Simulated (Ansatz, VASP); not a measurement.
## HfN: VASP beside Ansatz

```
CELL_PARAMETERS angstrom
0.00000 2.27396 2.27396
2.27396 0.00000 2.27396
2.27396 2.27396 0.00000
ATOMIC_POSITIONS crystal
Hf 0.00000 0.00000 0.00000
N 0.50000 0.50000 0.50000
```

Alike in both runs: functional PBE; k mesh 16 × 16 × 16; occupations gaussian, width 0.1 eV; no spin polarisation.

Ansatz relaxed the structure, and its values are those at the end. VASP's run is a single point on that final structure, the one shown.

|  | VASP | Ansatz |
| --- | --- | --- |
| version | VASP 6.6.1 | Ansatz 0.2.0 |
| potentials or method | VASP PAW PBE potentials, release 64 (Hf_pv, N), cutoff 520 eV | scalar-relativistic, plane waves, PAW |
| valence electrons in the cell | 15 | 31 |

|  | VASP | Ansatz | Ansatz less VASP |
| --- | --- | --- | --- |
| gap on the k mesh at the Fermi level (eV) | none | none | - |
| pressure (GPa) | -2.4 | 0.0 | +2.37 |

A gap of «none» marks a metal or a gap that the smearing closes. The functional is the same, so the differences come from potentials, cutoffs and numerics. VASP's potentials hold 15 valence electrons a cell and Ansatz's 31, so a difference there can come from the potentials and not from the codes.

Spin-orbit coupling is off throughout.
